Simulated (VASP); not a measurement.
Input of a VASP 6.6.1 run:

Contents of POSCAR:

```
Sn
1.0
   -2.9449447230      2.9449447230      1.5912170802
    2.9449447230     -2.9449447230      1.5912170802
    2.9449447230      2.9449447230     -1.5912170802
Sn
2
Direct
    0.0000000000      0.0000000000      0.0000000000
    0.7500000000      0.2500000000      0.5000000000
```

The input INCAR.step1:

```
SYSTEM = Sn
  PREC = Accurate
  ENCUT = 520
  ISMEAR = -1
  SIGMA = 0.05
  LREAL = .FALSE.
  LASPH = .TRUE.
  NELM = 100
  NBANDS = 21
  GGA = PE
  ALGO = Normal
  EDIFF = 1E-4
  LWAVE = .TRUE.
  LCHARG = .FALSE.
```

Contents of INCAR.step2:

```
SYSTEM = Sn
  PREC = Accurate
  ENCUT = 520
  EDIFF = 1E-6
  ISMEAR = -1
  SIGMA = 0.05
  LREAL = .FALSE.
  LASPH = .TRUE.
  NELM = 100
  ALGO = Normal
  ISIF = 2
  LWAVE = .FALSE.
  LCHARG = .TRUE.
  METAGGA = R2SCAN
  LMIXTAU = .TRUE.
  LELF = .TRUE.
  LVHAR = .TRUE.
  NBANDS = 21
  ISTART = 1
```

File KPOINTS:

```
Automatic mesh
0
G
  9 9 9
  0 0 0
```

Potentials or basis: VASP PAW PBE potentials, release 64 (Sn_d).

Command:

```console
$ cat potpaw_PBE.64/Sn_d/POTCAR > POTCAR
$ cp INCAR.step1 INCAR
$ mpirun -np 1 vasp_std > vasp.out
$ cp INCAR.step2 INCAR
$ mpirun -np 1 vasp_std > vasp.out
```

Question: Predict the band gap on the k mesh.

Answer: Zero (band 14 reaches 8.96 eV, above the bottom of band 15 at 4.84 eV).

Question: Predict the pressure.

Answer: -0.1 GPa.

Caveat: the PAW data sets were made with another functional, which shifts forces and pressure a little; spin-orbit coupling is left out, which moves the levels of the heavy elements.
